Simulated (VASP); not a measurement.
# Au (Cmcm) in VASP: a series of runs

Aim: see how the results for Au move with the level of theory and the settings. Levels: PBEsol, PBE, PBEsol+D3(BJ). Tasks: single point.

Program: VASP 6.6.1. These are calculated values, not measurements. Logs are shortened: lines on timing, memory, paths and dates and some standing lists are left out, and cuts for length are marked.

### Step 1. The cell of the first run

The structure is orthorhombic, space group Cmcm (No. 63). Conventional cell: a = 2.662 Å, b = 4.821 Å, c = 4.615 Å, α = 90.00°, β = 90.00°, γ = 90.00°. Within 3.5 Å of Au (site symmetry m2m) lie 12 Au at 2.66 to 2.80 Å.

### Step 2. Single point, PBEsol

The input, INCAR:

```
SYSTEM = Au
ALGO = Normal
EDIFF = 1E-6
ENCUT = 500
GGA = PS
GGA_COMPAT = .False.
ISIF = 2
ISMEAR = 0
LASPH = .True.
LCHARG = .False.
LREAL = .False.
LWAVE = .False.
NBANDS = 18
NELM = 120
PREC = Accurate
SIGMA = 0.1
```

The input, KPOINTS:

```
k-points
0
Gamma
  6 6 4
  0 0 0
```

The input, POSCAR:

```
Au
1.0
    1.3310970725     -2.4106645964      0.0000000000
    1.3310970725      2.4106645964      0.0000000000
    0.0000000000      0.0000000000      4.6150625339
Au
2
Direct
    0.6653279700      0.3346720300      0.2500000000
    0.3346720300      0.6653279700      0.7500000000
```

Potentials or basis: VASP PAW PBE potentials, release 64 (Au).

The run is started by

```bash
$ cat potpaw_PBE.64/Au/POTCAR > POTCAR
$ mpirun -np 1 vasp_std > vasp.out
```

OUTCAR:

```text
SYSTEM = Au
   EDIFF = 1E-6
   ENCUT = 500
   GGA = PS
   ISIF = 2
   ISMEAR = 0
   LASPH = .True.
   LREAL = .False.
   NELM = 120
   PREC = Accurate

 ion  position               nearest neighbor table
   1  0.665  0.335  0.250-   2 2.79   2 2.79   2 2.79   2 2.79   2 2.80   2 2.80
   2  0.335  0.665  0.750-   1 2.79   1 2.79   1 2.79   1 2.79   1 2.80   1 2.80

  LATTYP: Found a base centered orthorhombic cell.
 ALAT       =     2.6621941450
 B/A-ratio  =     1.8110359088
 C/A-ratio  =     1.7335559627

  Lattice vectors:

 A1 = (   1.3310970725,  -2.4106645964,   0.0000000000)
 A2 = (   1.3310970725,   2.4106645964,   0.0000000000)
 A3 = (   0.0000000000,   0.0000000000,   4.6150625339)

Analysis of symmetry for initial positions (statically):
=====================================================================
 Subroutine PRICEL returns:
 Original cell was already a primitive cell.

 Routine SETGRP: Setting up the symmetry group for a
 base centered orthorhombic supercell.

 Subroutine GETGRP returns: Found  8 space group operations
 (whereof  4 operations were pure point group operations)
 out of a pool of  8 trial point group operations.

The static configuration has the point symmetry C_2h.
 The point group associated with its full space group is D_2h.

Analysis of symmetry for dynamics (positions and initial velocities):
=====================================================================
 Subroutine PRICEL returns:
 Original cell was already a primitive cell.

 Routine SETGRP: Setting up the symmetry group for a
 base centered orthorhombic supercell.

 Subroutine GETGRP returns: Found  8 space group operations
 (whereof  4 operations were pure point group operations)
 out of a pool of  8 trial point group operations.

The dynamic configuration has the point symmetry C_2h.
 The point group associated with its full space group is D_2h.

 Subroutine INISYM returns: Found  8 space group operations
 (whereof  4 operations are pure point group operations),
 and found     1 'primitive' translations

----------------------------------------------------------------------------------------

                                     Primitive cell

  volume of cell :      29.6179

  direct lattice vectors                    reciprocal lattice vectors
     1.331097072 -2.410664596  0.000000000     0.375630005 -0.207411683  0.000000000
     1.331097072  2.410664596  0.000000000     0.375630005  0.207411683  0.000000000
     0.000000000  0.000000000  4.615062534     0.000000000  0.000000000  0.216681788

  length of vectors
     2.753747122  2.753747122  4.615062534     0.429089159  0.429089159  0.216681788

  position of ions in fractional coordinates (direct lattice)
     0.665327970  0.334672030  0.250000000
     0.334672030  0.665327970  0.750000000

  ion indices of the primitive-cell ions
   primitive index   ion index
                 1           1
                 2           2

----------------------------------------------------------------------------------------

 KPOINTS: k-points

Automatic generation of k-mesh.
 Grid dimensions read from file:
 generate k-points for:    6    6    4

 Generating k-lattice:

  Cartesian coordinates                     Fractional coordinates (reciprocal lattice)
     0.062605001 -0.034568614  0.000000000     0.166666667  0.000000000  0.000000000
     0.062605001  0.034568614  0.000000000     0.000000000  0.166666667  0.000000000
     0.000000000  0.000000000  0.054170447     0.000000000  0.000000000  0.250000000

  Length of vectors
     0.071514860  0.071514860  0.054170447

  Shift w.r.t. Gamma in fractional coordinates (k-lattice)
     0.000000000  0.000000000  0.000000000

 Subroutine IBZKPT returns following result:
 ===========================================

 Found     39 irreducible k-points:

 Following reciprocal coordinates:
            Coordinates               Weight
  0.000000  0.000000  0.000000      1.000000
  0.166667  0.000000  0.000000      4.000000
  0.333333  0.000000  0.000000      4.000000
  0.500000  0.000000  0.000000      2.000000
  0.166667  0.166667  0.000000      2.000000
  0.333333  0.166667  0.000000      4.000000
[... 16 lines left out ...]
  0.333333  0.333333  0.250000      4.000000
  0.500000  0.333333  0.250000      8.000000
 [... further k-points ...]
   k-points           NKPTS =     39   k-points in BZ     NKDIM =     39   number of bands    NBANDS=     18
   number of dos      NEDOS =    301   number of ions     NIONS =      2
   total plane-waves  NPLWV =  14400
   dimension x,y,z NGX =    20 NGY =   20 NGZ =   36
   dimension x,y,z NGXF=    40 NGYF=   40 NGZF=   72
   ions per type =               2
   NGX,Y,Z   is equivalent  to a cutoff of  12.07, 12.07, 12.97 a.u.
   NGXF,Y,Z  is equivalent  to a cutoff of  24.15, 24.15, 25.94 a.u.
 SYSTEM =  Au
   PREC   = accura    normal or accurate (medium, high low for compatibility)
   ISTART =      0    job   : 0-new  1-cont  2-samecut
   ICHARG =      2    charge: 1-file 2-atom 10-const
   ISPIN  =      1    spin polarized calculation?
   LNONCOLLINEAR =      F non collinear calculations
   LSORBIT =      F    spin-orbit coupling
   LASPH  =      T    aspherical Exc in radial PAW
   ENCUT  =  500.0 eV  36.75 Ry    6.06 a.u.   5.02  5.02  8.41*2*pi/ulx,y,z
   NELM   =    120;   NELMIN=  2; NELMDL= -5     # of ELM steps
   EDIFF  = 0.1E-05   stopping-criterion for ELM
   LREAL  =      F    real-space projection
   EDIFFG = 0.1E-04   stopping-criterion for IOM
   NSW    =      0    number of steps for IOM
   IBRION =     -1    ionic relax: 0-MD 1-quasi-New 2-CG
   NFREE  =      0    steps in history (QN), initial steepest desc. (CG)
   ISIF   =      2    stress and relaxation
   ISYM   =      2    0-nonsym 1-usesym 2-fastsym
   POTIM  = 0.5000    time-step for ionic-motion
   TEBEG  =    0.0;   TEEND  =   0.0 temperature during run
   PSTRESS=    0.0 pullay stress
   NELECT =      22.0000    total number of electrons
   NUPDOWN=      -1.0000    fix difference up-down
   EMIN   =  10.00;   EMAX   =-10.00  energy-range for DOS
   EFERMI =   0.00;   METHOD = LEGACY
   ISMEAR =     0;   SIGMA  =   0.10  broadening in eV -4-tet -1-fermi 0-gaus
   EFERMI_NEDOS =   21; number of points for ismear=-14 and -15
   IALGO  =     38    algorithm
   IMIX   =      4    mixing-type and parameters
     AMIX     =   0.40;   BMIX     =  1.00
     AMIX_MAG =   1.60;   BMIX_MAG =  1.00
  volume/ion in A,a.u.               =      14.81        99.94
  Fermi-wavevector in a.u.,A,eV,Ry     =   1.482624  2.801753 29.907972  2.198174
  Thomas-Fermi vector in A             =   2.596387
   LORBIT       =      0    0 simple, 1 ext, 2 COOP (PROOUT), +10 PAW based schemes
   GGA     = PS    functional components
   LHFCALC =     F    Hartree Fock is set to
   AEXX    =    0.0000 exact exchange contribution
   IVDW    =     0    specifies the selected vdW correction
   LEPSILON=     F    determine dielectric tensor
   LRPA    =     F    only Hartree local field effects (RPA)
 non-spin polarized calculation
 Gauss-broadening in eV      SIGMA  =   0.10
  energy-cutoff  :      500.00
  volume of cell :       29.62
 maximum number of plane-waves:       767
   NGX = 11   NGY = 11   NGZ = 17

 number of electron      22.0000000 magnetization

 Free energy of the ion-electron system (eV)
  ---------------------------------------------------
  ext. energy  EPLUGINS =         0.00000000
  ---------------------------------------------------
  free energy    TOTEN  =        -7.30608219 eV

  energy without entropy =       -7.30402742  energy(sigma->0) =       -7.30505481

 E-fermi :  12.0764     XC(G=0): -13.7303

 val. band max:       11.8682077634   @ k =   0.5000   0.3333   0.2500
 cond. band min:      12.0933838598   @ k =   0.5000   0.0000   0.5000
 fundamental gap:      0.2251760964
 Fermi energy:        12.0764149173

 k-point     1 :       0.0000    0.0000    0.0000
  band No.  band energies     occupation
      1       0.2977      2.00000
      2       2.9298      2.00000
      3       5.9310      2.00000
      4       6.0221      2.00000
      5       6.4911      2.00000
      6       6.8042      2.00000
[... 10 lines left out ...]
     17      31.4389      0.00000
     18      32.4943      0.00000

 k-point     2 :       0.1667    0.0000    0.0000
  band No.  band energies     occupation
      1       1.2967      2.00000
      2       3.7441      2.00000
      3       5.7237      2.00000
      4       6.4686      2.00000
      5       6.5280      2.00000
      6       6.7590      2.00000
[... 10 lines left out ...]
     17      28.9007      0.00000
     18      29.7587      0.00000

 k-point     3 :       0.3333    0.0000    0.0000
  band No.  band energies     occupation
      1       3.2219      2.00000
      2       3.9796      2.00000
      3       4.7318      2.00000
      4       6.1724      2.00000
      5       6.5858      2.00000
      6       6.6249      2.00000
[... 10 lines left out ...]
     17      26.5380      0.00000
     18      28.5477      0.00000

 k-point     4 :       0.5000    0.0000    0.0000
  band No.  band energies     occupation
      1       3.5555      2.00000
      2       3.6742      2.00000
      3       4.0987      2.00000
      4       6.2631      2.00000
      5       6.6524      2.00000
      6       7.0659      2.00000
[... 375 lines left out ...]
      4       5.6465      2.00000
      5       5.9021      2.00000
      6       6.8138      2.00000
[... 10 lines left out ...]
     17      29.7569      0.00000
     18      29.8931      0.00000

 k-point    23 :       0.3333    0.3333    0.2500
  band No.  band energies     occupation
      1       4.6643      2.00000
      2       4.8464      2.00000
      3       4.8892      2.00000
      4       5.6396      2.00000
      5       6.2154      2.00000
      6       6.2751      2.00000
[... 10 lines left out ...]
     17      26.6051      0.00000
     18      26.6909      0.00000

 k-point    24 :       0.5000    0.3333    0.2500
  band No.  band energies     occupation
      1       3.8040      2.00000
      2       4.3988      2.00000
      3       4.8362      2.00000
      4       5.3788      2.00000
      5       6.1147      2.00000
      6       7.0976      2.00000
[... 10 lines left out ...]
     17      25.8051      0.00000
     18      26.7472      0.00000

 [... further k-points ...]
[... 5 lines left out ...]
  --------------------------------------------------------------------------------------
  -------------------------------------------------------------------------------------
  Total        7.0226885      7.9050967      5.2463233      0.0000000      0.0000000      0.0000000
  in kB      379.8917665    427.6255705    283.7994384      0.0000000      0.0000000      0.0000000
  external PRESSURE =     363.7722584 kB  Pullay stress =       0.0000000 kB

 VOLUME and BASIS-vectors are now :
 -----------------------------------------------------------------------------
  energy-cutoff  :      500.00
  volume of cell :       29.62
      direct lattice vectors                 reciprocal lattice vectors
     1.331097072 -2.410664596  0.000000000     0.375630005 -0.207411683  0.000000000
     1.331097072  2.410664596  0.000000000     0.375630005  0.207411683  0.000000000
     0.000000000  0.000000000  4.615062534     0.000000000  0.000000000  0.216681788

 POSITION                                       TOTAL-FORCE (eV/Angst)
 -----------------------------------------------------------------------------------
      1.33110     -0.79710      1.15377         0.000000      0.109502     -0.000000
      1.33110      0.79710      3.46130         0.000000     -0.109502      0.000000
 -----------------------------------------------------------------------------------
    total drift:                                0.000000      0.000000     -0.000000

  FREE ENERGIE OF THE ION-ELECTRON SYSTEM (eV)
  ---------------------------------------------------
  free  energy   TOTEN  =        -7.3060821940 eV

  energy  without entropy=       -7.3040274201  energy(sigma->0) =       -7.30505481
```

It took 8 s on 1 thread of Intel Xeon 6975P-C (Granite Rapids), shared host; peak memory 0.14 GiB.

What came out:

| Property | Result |
| --- | --- |
| Free energy | -7.3061 eV |
| Pressure | 36.4 GPa |
| Largest force | 0.110 eV/Å |
| Band gap on the k mesh | zero (band 11 reaches 16.62 eV, above the bottom of band 12 at 8.97 eV) |

Forces in eV/Å, atoms in the order of the input:
```
Au   0.000  0.110  0.000
Au   0.000 -0.110  0.000
```

Levels at points of the mesh, in eV from the Fermi level:
```tsv
k point	band 8	band 9	band 10	band 11	band 12	band 13	band 14	band 15
(0.00, 0.00, 0.00)	-4.42	-4.22	-2.65	-2.59	-2.29	3.02	14.09	15.23
(0.50, 0.00, 0.00)	-2.36	-2.12	-1.91	0.28	1.92	6.04	7.57	8.37
(0.50, 0.50, 0.00)	-2.26	-2.22	-1.97	0.03	1.42	5.56	7.24	7.78
(0.00, 0.00, 0.50)	-5.35	-3.28	-3.28	-3.10	-3.10	11.06	11.06	14.56
(0.50, 0.00, 0.50)	-3.07	-1.98	-1.98	0.02	0.02	4.82	4.82	13.52
(0.50, 0.50, 0.50)	-3.07	-2.07	-2.07	-0.38	-0.38	4.19	4.19	13.05
```

Caveat: the k points lie up to 0.45 Å⁻¹ apart; the PAW data sets were made with another functional, which shifts forces and pressure a little; spin-orbit coupling is left out, which moves the levels of the heavy elements.

[end of part 1 of 2]
